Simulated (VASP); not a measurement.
# Cu (P6_3/mmc) in VASP: notebook

Cu is run at these levels: BLYP, RPBE; tasks: single point, relaxation of cell and atoms.

Everything below comes from runs of VASP 6.6.1. Logs are shortened: lines on timing, memory, paths and dates and some standing lists are left out, and cuts for length are marked.

**1. The cell of the first run**

The structure is hexagonal, space group P6_3/mmc (No. 194). The conventional cell has a = 2.633 Å, b = 2.633 Å, c = 4.244 Å, α = 90.00°, β = 90.00°, γ = 120.00°. Cu (site symmetry -6m2) has 12 Cu at 2.61 to 2.63 Å within 3.4 Å.

This isn't the form of Cu at room conditions, which is fcc.

**2. Single point, BLYP**

Contents of INCAR:

```
PREC = Accurate ; ENCUT = 820
EDIFF = 1E-6 ; ISMEAR = -1
SIGMA = 0.05 ; LREAL = False
LASPH = True ; NELM = 120
ALGO = Normal ; ISIF = 2
LWAVE = False ; LCHARG = False
GGA = B5 ; ALDAX = 1.0
AGGAX = 1.0 ; AGGAC = 1.0
ALDAC = 0.0 ; NBANDS = 26
GGA_COMPAT = False
```

Contents of KPOINTS:

```
Automatic mesh
0
Gamma
  12 12 7
```

Contents of POSCAR:

```
Cu
1.0
    2.6329631631      0.0000000000      0.0000000000
   -1.3164815816      2.2802129865      0.0000000000
    0.0000000000      0.0000000000      4.2443041494
Cu
2
Direct
    0.6666666667      0.3333333333      0.7500000000
    0.3333333333      0.6666666667      0.2500000000
```

Potentials or basis: VASP PAW PBE potentials, release 64 (Cu_sv_GW).

Run with:

```sh
> cat potpaw_PBE.64/Cu_sv_GW/POTCAR > POTCAR
> mpirun -np 1 vasp_std > vasp.out
```

OUTCAR:

```text
PREC = Accurate
   ENCUT = 820
   EDIFF = 1E-6
   ISMEAR = -1
   LREAL = False
   LASPH = True
   NELM = 120
   ISIF = 2
   GGA = B5

 ion  position               nearest neighbor table
   1  0.667  0.333  0.750-   2 2.61   2 2.61   2 2.61   2 2.61   2 2.61   2 2.61
   2  0.333  0.667  0.250-   1 2.61   1 2.61   1 2.61   1 2.61   1 2.61   1 2.61

  LATTYP: Found a hexagonal cell.
 ALAT       =     2.6329631631
 C/A-ratio  =     1.6119876681

  Lattice vectors:

 A1 = (   2.6329631631,   0.0000000000,   0.0000000000)
 A2 = (  -1.3164815816,   2.2802129865,   0.0000000000)
 A3 = (   0.0000000000,   0.0000000000,   4.2443041494)

Analysis of symmetry for initial positions (statically):
=====================================================================
 Subroutine PRICEL returns:
 Original cell was already a primitive cell.

 Routine SETGRP: Setting up the symmetry group for a
 hexagonal supercell.

 Subroutine GETGRP returns: Found 24 space group operations
 (whereof 12 operations were pure point group operations)
 out of a pool of 24 trial point group operations.

The static configuration has the point symmetry D_3d.
 The point group associated with its full space group is D_6h.

Analysis of symmetry for dynamics (positions and initial velocities):
=====================================================================
 Subroutine PRICEL returns:
 Original cell was already a primitive cell.

 Routine SETGRP: Setting up the symmetry group for a
 hexagonal supercell.

 Subroutine GETGRP returns: Found 24 space group operations
 (whereof 12 operations were pure point group operations)
 out of a pool of 24 trial point group operations.

The dynamic configuration has the point symmetry D_3d.
 The point group associated with its full space group is D_6h.

 Subroutine INISYM returns: Found 24 space group operations
 (whereof 12 operations are pure point group operations),
 and found     1 'primitive' translations

----------------------------------------------------------------------------------------

                                     Primitive cell

  volume of cell :      25.4816

  direct lattice vectors                    reciprocal lattice vectors
     2.632963163  0.000000000  0.000000000     0.379800224  0.219277762  0.000000000
    -1.316481582  2.280212987  0.000000000     0.000000000  0.438555524  0.000000000
     0.000000000  0.000000000  4.244304149     0.000000000  0.000000000  0.235609882

  length of vectors
     2.632963163  2.632963163  4.244304149     0.438555524  0.438555524  0.235609882

  position of ions in fractional coordinates (direct lattice)
     0.666666667  0.333333333  0.750000000
     0.333333333  0.666666667  0.250000000

  ion indices of the primitive-cell ions
   primitive index   ion index
                 1           1
                 2           2

----------------------------------------------------------------------------------------

 KPOINTS: Automatic mesh

Automatic generation of k-mesh.
 Grid dimensions read from file:
 generate k-points for:   12   12    7

 Generating k-lattice:

  Cartesian coordinates                     Fractional coordinates (reciprocal lattice)
     0.031650019  0.018273147  0.000000000     0.083333333 -0.000000000  0.000000000
     0.000000000  0.036546294  0.000000000     0.000000000  0.083333333  0.000000000
     0.000000000  0.000000000  0.033658555     0.000000000  0.000000000  0.142857143

  Length of vectors
     0.036546294  0.036546294  0.033658555

  Shift w.r.t. Gamma in fractional coordinates (k-lattice)
     0.000000000  0.000000000  0.000000000

 Subroutine IBZKPT returns following result:
 ===========================================

 Found     76 irreducible k-points:

 Following reciprocal coordinates:
            Coordinates               Weight
  0.000000  0.000000  0.000000      1.000000
  0.083333  0.000000  0.000000      6.000000
  0.166667  0.000000  0.000000      6.000000
  0.250000  0.000000  0.000000      6.000000
  0.333333 -0.000000  0.000000      6.000000
  0.416667  0.000000  0.000000      6.000000
[... 16 lines left out ...]
  0.250000  0.000000  0.142857     12.000000
  0.333333 -0.000000  0.142857     12.000000
 [... further k-points ...]
   k-points           NKPTS =     76   k-points in BZ     NKDIM =     76   number of bands    NBANDS=     26
   number of dos      NEDOS =    301   number of ions     NIONS =      2
   total plane-waves  NPLWV =  31360
   dimension x,y,z NGX =    28 NGY =   28 NGZ =   40
   dimension x,y,z NGXF=    56 NGYF=   56 NGZF=   80
   ions per type =               2
   NGX,Y,Z   is equivalent  to a cutoff of  17.68, 17.68, 15.67 a.u.
   NGXF,Y,Z  is equivalent  to a cutoff of  35.36, 35.36, 31.34 a.u.
 SYSTEM =  unknown system
   PREC   = accura    normal or accurate (medium, high low for compatibility)
   ISTART =      0    job   : 0-new  1-cont  2-samecut
   ICHARG =      2    charge: 1-file 2-atom 10-const
   ISPIN  =      1    spin polarized calculation?
   LNONCOLLINEAR =      F non collinear calculations
   LSORBIT =      F    spin-orbit coupling
   LASPH  =      T    aspherical Exc in radial PAW
   ENCUT  =  820.0 eV  60.27 Ry    7.76 a.u.   6.15  6.15  9.91*2*pi/ulx,y,z
   NELM   =    120;   NELMIN=  2; NELMDL= -5     # of ELM steps
   EDIFF  = 0.1E-05   stopping-criterion for ELM
   LREAL  =      F    real-space projection
   EDIFFG = 0.1E-04   stopping-criterion for IOM
   NSW    =      0    number of steps for IOM
   IBRION =     -1    ionic relax: 0-MD 1-quasi-New 2-CG
   NFREE  =      0    steps in history (QN), initial steepest desc. (CG)
   ISIF   =      2    stress and relaxation
   ISYM   =      2    0-nonsym 1-usesym 2-fastsym
   POTIM  = 0.5000    time-step for ionic-motion
   TEBEG  =    0.0;   TEEND  =   0.0 temperature during run
   PSTRESS=    0.0 pullay stress
   NELECT =      38.0000    total number of electrons
   NUPDOWN=      -1.0000    fix difference up-down
   EMIN   =  10.00;   EMAX   =-10.00  energy-range for DOS
   EFERMI =   0.00;   METHOD = LEGACY
   ISMEAR =    -1;   SIGMA  =   0.05  broadening in eV -4-tet -1-fermi 0-gaus
   EFERMI_NEDOS =   21; number of points for ismear=-14 and -15
   IALGO  =     38    algorithm
   IMIX   =      4    mixing-type and parameters
     AMIX     =   0.40;   BMIX     =  1.00
     AMIX_MAG =   1.60;   BMIX_MAG =  1.00
  volume/ion in A,a.u.               =      12.74        85.98
  Fermi-wavevector in a.u.,A,eV,Ry     =   1.870368  3.534484 47.596956  3.498278
  Thomas-Fermi vector in A             =   2.916201
   LORBIT       =      0    0 simple, 1 ext, 2 COOP (PROOUT), +10 PAW based schemes
   GGA     = B5    functional components
   LHFCALC =     F    Hartree Fock is set to
   AEXX    =    0.0000 exact exchange contribution
   IVDW    =     0    specifies the selected vdW correction
   LEPSILON=     F    determine dielectric tensor
   LRPA    =     F    only Hartree local field effects (RPA)
 non-spin polarized calculation
  energy-cutoff  :      820.00
  volume of cell :       25.48
 maximum number of plane-waves:      1387
 NGX is ok and might be reduce to    28
   NGX = 13   NGY = 13   NGZ = 19

 number of electron      37.9999995 magnetization

 Free energy of the ion-electron system (eV)
  ---------------------------------------------------
  ext. energy  EPLUGINS =         0.00000000
  ---------------------------------------------------
  free energy    TOTEN  =        -6.05502168 eV

  energy without entropy =       -6.04735814  energy(sigma->0) =       -6.05118991

 E-fermi :   7.1562     XC(G=0): -12.3569

 val. band max:        7.0851272342   @ k =   0.4167   0.0833   0.2857
 cond. band min:       7.1769789148   @ k =   0.5000   0.0000   0.1429
 fundamental gap:      0.0918516806
 Fermi energy:         7.1562263311

 k-point     1 :       0.0000    0.0000    0.0000
  band No.  band energies     occupation
      1    -104.7571      2.00000
      2    -104.7464      2.00000
      3     -62.4727      2.00000
      4     -62.3890      2.00000
      5     -62.3890      2.00000
      6     -62.3881      2.00000
[... 18 lines left out ...]
     25      29.3016      0.00000
     26      29.4520      0.00000

 k-point     2 :       0.0833    0.0000    0.0000
  band No.  band energies     occupation
      1    -104.7563      2.00000
      2    -104.7459      2.00000
      3     -62.4708      2.00000
      4     -62.3925      2.00000
      5     -62.3899      2.00000
      6     -62.3889      2.00000
[... 18 lines left out ...]
     25      31.1671      0.00000
     26      31.3032      0.00000

 k-point     3 :       0.1667    0.0000    0.0000
  band No.  band energies     occupation
      1    -104.7546      2.00000
      2    -104.7454      2.00000
      3     -62.4660      2.00000
      4     -62.4033      2.00000
      5     -62.3935      2.00000
      6     -62.3913      2.00000
[... 18 lines left out ...]
     25      28.1604      0.00000
     26      28.9688      0.00000

 k-point     4 :       0.2500    0.0000    0.0000
  band No.  band energies     occupation
      1    -104.7523      2.00000
      2    -104.7446      2.00000
      3     -62.4584      2.00000
      4     -62.4178      2.00000
      5     -62.4050      2.00000
      6     -62.3982      2.00000
[... 18 lines left out ...]
     25      24.8772      0.00000
     26      26.1838      0.00000

 k-point     5 :       0.3333   -0.0000    0.0000
  band No.  band energies     occupation
      1    -104.7497      2.00000
      2    -104.7440      2.00000
      3     -62.4495      2.00000
      4     -62.4320      2.00000
      5     -62.4197      2.00000
      6     -62.4028      2.00000
[... 18 lines left out ...]
     25      21.8343      0.00000
     26      25.4342      0.00000

 k-point     6 :       0.4167    0.0000    0.0000
  band No.  band energies     occupation
      1    -104.7479      2.00000
      2    -104.7437      2.00000
      3     -62.4431      2.00000
      4     -62.4411      2.00000
      5     -62.4306      2.00000
      6     -62.4062      2.00000
[... 427 lines left out ...]
 k-point    21 :       0.0833    0.0000    0.1429
  band No.  band energies     occupation
      1    -104.7557      2.00000
      2    -104.7465      2.00000
      3     -62.4669      2.00000
      4     -62.3933      2.00000
      5     -62.3918      2.00000
      6     -62.3893      2.00000
[... 18 lines left out ...]
     25      28.5822      0.00000
     26      30.1436      0.00000

 k-point    22 :       0.1667    0.0000    0.1429
  band No.  band energies     occupation
      1    -104.7540      2.00000
      2    -104.7458      2.00000
      3     -62.4626      2.00000
      4     -62.4022      2.00000
      5     -62.3979      2.00000
      6     -62.3927      2.00000
[... 18 lines left out ...]
     25      26.8411      0.00000
     26      29.1756      0.00000

 k-point    23 :       0.2500    0.0000    0.1429
  band No.  band energies     occupation
      1    -104.7517      2.00000
      2    -104.7450      2.00000
      3     -62.4565      2.00000
      4     -62.4160      2.00000
      5     -62.4094      2.00000
      6     -62.3973      2.00000
[... 18 lines left out ...]
     25      25.7972      0.00000
     26      27.2567      0.00000

 k-point    24 :       0.3333   -0.0000    0.1429
  band No.  band energies     occupation
      1    -104.7494      2.00000
      2    -104.7442      2.00000
      3     -62.4509      2.00000
      4     -62.4283      2.00000
      5     -62.4233      2.00000
      6     -62.4019      2.00000
[... 18 lines left out ...]
     25      23.9541      0.00000
     26      25.5546      0.00000

 [... further k-points ...]

------------------------ aborting loop because EDIFF is reached ----------------------------------------

  FORCE on cell =-STRESS in cart. coord.  units (eV):
  Direction    XX          YY          ZZ          XY          YZ          ZX
  --------------------------------------------------------------------------------------
  -------------------------------------------------------------------------------------
  Total       -0.1819579     -0.1819579     -0.1811700      0.0000000      0.0000000      0.0000000
  in kB      -11.4407570    -11.4407570    -11.3912195      0.0000000      0.0000000      0.0000000
  external PRESSURE =     -11.4242445 kB  Pullay stress =       0.0000000 kB

 VOLUME and BASIS-vectors are now :
 -----------------------------------------------------------------------------
  energy-cutoff  :      820.00
  volume of cell :       25.48
      direct lattice vectors                 reciprocal lattice vectors
     2.632963163  0.000000000  0.000000000     0.379800224  0.219277762  0.000000000
    -1.316481582  2.280212987  0.000000000     0.000000000  0.438555524  0.000000000
     0.000000000  0.000000000  4.244304149     0.000000000  0.000000000  0.235609882

 POSITION                                       TOTAL-FORCE (eV/Angst)
 -----------------------------------------------------------------------------------
      1.31648      0.76007      3.18323        -0.000000      0.000000      0.000000
     -0.00000      1.52014      1.06108         0.000000      0.000000      0.000000
 -----------------------------------------------------------------------------------
    total drift:                               -0.000000      0.000000     -0.000000

  FREE ENERGIE OF THE ION-ELECTRON SYSTEM (eV)
  ---------------------------------------------------
  free  energy   TOTEN  =        -6.0550216751 eV

  energy  without entropy=       -6.0473581415  energy(sigma->0) =       -6.05118991
```

Run time: 1.8 min. Hardware: 1 thread of AMD EPYC 9R45 (Zen 5), shared host; peak memory 0.22 GiB.

Results:

- Free energy: -6.0550 eV
- Pressure: -1.1 GPa
- Band gap on the k mesh: zero (bands 19 and 20 overlap by 5.65 eV)

Levels at points of the mesh, in eV from the Fermi level:
```csv
k point,band 17,band 18,band 19,band 20,band 21,band 22
"(0.00, 0.00, 0.00)",-2.41,-1.70,-1.70,-0.52,3.51,20.18
"(0.50, 0.00, 0.00)",-1.56,-1.53,0.05,1.35,7.53,7.74
```

Caveat: the PAW data sets were made with another functional, which shifts forces and pressure a little.

**3. Relaxation of cell and atoms, RPBE**

This run uses another cell than the first one, of 11.44 Å³/atom.

Contents of INCAR:

```
  ALGO = Normal
  EDIFF = 1E-7
  EDIFFG = -0.01
  ENCUT = 820
  GGA = RP
  GGA_COMPAT = False
  IBRION = 2
  ISIF = 3
  ISMEAR = -1
  LASPH = True
  LCHARG = False
  LREAL = False
  LWAVE = False
  NELM = 120
  NELMIN = 4
  NSW = 60
  PREC = Accurate
  SIGMA = 0.05
```

Contents of KPOINTS:

```
k-points
0
Gamma
  12 12 7
```

Contents of POSCAR:

```
Cu
1.0
    2.5340966698      0.0000000000      0.0000000000
   -1.2670483349      2.1945920917      0.0000000000
    0.0000000000      0.0000000000      4.1125710000
Cu
2
Direct
    0.6666666667      0.3333333333      0.7500000000
    0.3333333333      0.6666666667      0.2500000000
```

Potentials or basis: VASP PAW PBE potentials, release 64 (Cu_sv_GW).

Run with:

```sh
> cat potpaw_PBE.64/Cu_sv_GW/POTCAR > POTCAR
> mpirun -np 1 vasp_std > vasp.out
```

Run time: 2.8 min. Hardware: 1 thread of Intel Xeon Platinum 8259CL at 2.50GHz (Skylake/Cascade Lake), shared host; peak memory 0.22 GiB.

The run converged. Its results:

```yaml
Free_energy: -6.5815 eV
Relaxed_volume: 12.19 Å³/atom
Relaxed_cell: a = 2.588 Å, b = 2.588 Å, c = 4.204 Å, α = 90.00°, β = 90.00°, γ = 120.00°
Space_group_after_relaxing_to_0.1_Å: P6_3/mmc (No. 194)
Energy_gained_by_relaxing: 24.0 meV/atom
Ionic_steps: 3
Pressure_after_relaxing: -0.1 GPa
Band_gap_on_the_k_mesh: zero (bands 19 and 20 overlap by 5.66 eV)
```

The path:
| step | energy change (eV) | largest force (eV/Å) | pressure (GPa) | volume (Å³) |
| --- | --- | --- | --- | --- |
| 1 | 0.0000 | 0.0000 | 10.81 | 22.87 |
| 2 | -0.0256 | 0.0000 | -6.13 | 25.52 |
| 3 | -0.0480 | 0.0000 | -0.06 | 24.39 |

Final structure:
```cif
data_structure
_symmetry_space_group_name_H-M 'P 1'
_symmetry_Int_Tables_number 1
_cell_length_a 2.5880
_cell_length_b 2.5880
_cell_length_c 4.2043
_cell_angle_alpha 90.000
_cell_angle_beta 90.000
_cell_angle_gamma 120.000
_cell_volume 24.39
loop_
_atom_site_label
_atom_site_type_symbol
_atom_site_fract_x
_atom_site_fract_y
_atom_site_fract_z
_atom_site_occupancy
Cu1 Cu 0.66667 0.33333 0.75000 1
Cu2 Cu 0.33333 0.66667 0.25000 1
```

Levels at points of the mesh, in eV from the Fermi level:
| k point | band 16 | band 17 | band 18 | band 19 | band 20 | band 21 | band 22 | band 23 |
| --- | --- | --- | --- | --- | --- | --- | --- | --- |
| (0.00, 0.00, 0.00) | -2.34 | -2.34 | -1.61 | -1.61 | -0.89 | 3.73 | 21.01 | 21.18 |
| (0.50, 0.00, 0.00) | -1.53 | -1.47 | -1.43 | 0.04 | 1.52 | 7.65 | 8.00 | 10.50 |

Caveat: the PAW data sets were made with another functional, which shifts forces and pressure a little.

The gap in the log of VASP goes by the Fermi energy; the results here count the filled bands.